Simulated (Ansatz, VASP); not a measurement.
## PbO in VASP and in Ansatz

The input INCAR:

```
PREC = Accurate
ENCUT = 520
EDIFF = 1E-6
ISMEAR = -1
SIGMA = 0.03
LREAL = F
LASPH = T
NELM = 80
ALGO = Normal
ISIF = 2
LWAVE = F
LCHARG = T
GGA = CA
LELF = T
LVHAR = T
NBANDS = 28
```

The input KPOINTS:

```
Automatic mesh
0
Gamma
  7 7 6
```

File POSCAR:

```
PbO
1.0
    3.9876040837      0.0000000000      0.0000000000
    0.0000000000      3.9876040837      0.0000000000
    0.0000000000      0.0000000000      5.0386845080
Pb O
2 2
Direct
    0.0000000000      0.5000000000      0.2351000000
    0.5000000000      0.0000000000      0.7649000000
    0.0000000000      0.0000000000      0.0000000000
    0.5000000000      0.5000000000      0.0000000000
```

Input for Ansatz:

```yaml
crystal:
  lattice:
    - [3.9876040837, 0.0, 0.0]
    - [0.0, 3.9876040837, 0.0]
    - [0.0, 0.0, 5.038684508]
  atoms:
    - { symbol: Pb, position: [0.0, 0.5, 0.2351] }
    - { symbol: Pb, position: [0.5, 0.0, 0.7649] }
    - { symbol: O, position: [0.0, 0.0, 0.0] }
    - { symbol: O, position: [0.5, 0.5, 0.0] }
kpoints:
  mp_grid: { grid: [7, 7, 6] }
  band_path:
    path:
      - [0.0, 0.0, 0.0]
      - [0.0, 0.5, 0.0]
      - [0.5, 0.5, 0.0]
      - [0.0, 0.0, 0.0]
      - [0.0, 0.0, 0.5]
      - [0.0, 0.5, 0.5]
      - [0.5, 0.5, 0.5]
      - [0.0, 0.0, 0.5]
      - [0.0, 0.5, 0.0]
    npoints: 5
scf:
  occupations: { method: fermi_dirac, width: 0.03 }
hamiltonian:
  xc: lda
  pseudopotentials: { kind: all_electron, lapw: { basis_error: 0.001 } }
output:
  forces: true
  stress: true
  eigenvalues: true
```

Change from the starting cell: volume scaled by 1.01.

Alike in both runs: task single point; functional LDA; k mesh 7 × 7 × 6; occupations fermi-dirac, width 0.03 eV; no spin polarisation.

```csv
,VASP,Ansatz
version,VASP 6.6.1,Ansatz 0.2.0
potentials or method,"VASP PAW LDA potentials, release 64 (Pb_d, O), cutoff 520 eV","all-electron LAPW, scalar-relativistic"
```

Ansatz gave:

```
gap on the k mesh at the Fermi level (eV)                     : 1.48
pressure (GPa)                                                : -2.6
traceless stress, the component that is largest in VASP (GPa) : 0.41
rms of the force components (eV/Å)                            : 0.120
```

Q: What did VASP give for the same quantities?

A: gap on the k mesh at the Fermi level (eV): 1.46; pressure (GPa): -2.4; traceless stress, the component that is largest in VASP (GPa): 0.42; rms of the force components (eV/Å): 0.093.

LDA's correlation is that of Perdew and Zunger in VASP and of Perdew and Wang (1992) in Ansatz. Atom by atom the forces differ by 0.027 eV/Å (rms over components). Ansatz ran all-electron here, and VASP with PAW potentials.

Spin-orbit coupling is off throughout.
